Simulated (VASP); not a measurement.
ZrSi2:

```
CELL_PARAMETERS angstrom
1.85815 -7.34596 0.00000
1.85815 7.34596 0.00000
0.00000 0.00000 3.67255
ATOMIC_POSITIONS crystal
Zr 0.60463 0.39537 0.25000
Zr 0.39537 0.60463 0.75000
Si 0.94630 0.05370 0.25000
Si 0.05370 0.94630 0.75000
Si 0.24999 0.75001 0.25000
Si 0.75001 0.24999 0.75000
```

Base run:

| Property | Result |
| --- | --- |
| Program | VASP 6.6.1 |
| Functional | PBE |
| Dispersion | D3(BJ) |
| Potentials or basis | VASP PAW PBE potentials, release 64 (Zr_sv, Si) |
| Cutoff | 520 eV |
| k mesh | 6 × 6 × 6 |
| Occupations | gaussian, width 0.05 eV |
| Spin | no spin polarisation |

Its results: band gap on the k mesh zero (bands 20 and 21 overlap by 0.76 eV); pressure -4.0 GPa; largest force 0.022 eV/Å.

Problem. The run is repeated on the same cell with these changes: dispersion from D3(BJ) to D4. What comes out?

Solution. Band gap on the k mesh zero (bands 20 and 21 overlap by 0.76 eV); pressure -2.7 GPa; largest force 0.021 eV/Å.

Caveats: three body term missing (at least some runs); the cell stands under tension (at least some runs).
